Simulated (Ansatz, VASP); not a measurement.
## GaN: VASP beside Ansatz

File INCAR:

```
  ALGO = Normal
  EDIFF = 1E-6
  ENCUT = 600
  GGA = PE
  GGA_COMPAT = False
  ISIF = 2
  ISMEAR = 0
  LASPH = True
  LCHARG = False
  LREAL = False
  LWAVE = False
  NBANDS = 26
  NELM = 120
  PREC = Accurate
  SIGMA = 0.01
```

File KPOINTS:

```
k-points
0
Gamma
  12 12 6
```

The input POSCAR:

```
GaN
1.0
    3.2186242699      0.0000000000      0.0000000000
   -1.6093121350      2.7874103830      0.0000000000
    0.0000000000      0.0000000000      5.2435492390
Ga N
2 2
Direct
    0.3333333333      0.6666666667      0.0001360345
    0.6666666667      0.3333333333      0.5001360345
    0.3333333333      0.6666666667      0.3768639655
    0.6666666667      0.3333333333      0.8768639655
```

Input for Ansatz:

```yaml
crystal:
  lattice:
    - [3.2186242699, 0.0, 0.0]
    - [-1.609312135, 2.787410383, 0.0]
    - [0.0, 0.0, 5.243549239]
  atoms:
    - { symbol: Ga, position: [0.3333333333, 0.6666666667, 0.0001360345] }
    - { symbol: Ga, position: [0.6666666667, 0.3333333333, 0.5001360345] }
    - { symbol: "N", position: [0.3333333333, 0.6666666667, 0.3768639655] }
    - { symbol: "N", position: [0.6666666667, 0.3333333333, 0.8768639655] }
basis:
  ecutwfc: 420
  xc_grid: 2
kpoints:
  mp_grid: { grid: [12, 12, 6] }
hamiltonian:
  xc: pbe
  pseudopotentials: { kind: paw, azcp: { folder: soft_1 } }
scf:
  occupations: { method: fixed }
output:
  forces: true
  stress: true
  eigenvalues: true
  polarization: {}
```

Change from the starting cell: polar distortion scaled by 1.00.

Alike in both runs: task single point; functional PBE; k mesh 12 × 12 × 6; no spin polarisation.

```csv
,VASP,Ansatz
version,VASP 6.6.1,Ansatz 0.2.0
potentials or method,"VASP PAW PBE potentials, release 64 (Ga_d, N), cutoff 600 eV","scalar-relativistic, plane waves, PAW"
occupations,"gaussian, width 0.01 eV",fixed
valence electrons in the cell,36,36
```

|  | VASP | Ansatz | Ansatz less VASP |
| --- | --- | --- | --- |
| gap on the k mesh at the Fermi level (eV) | 1.71 | 1.71 | -0.004 |
| least direct gap on the mesh (eV) | 1.71 | 1.71 | -0.004 |
| pressure (GPa) | 0.0 | 0.0 | +0.03 |
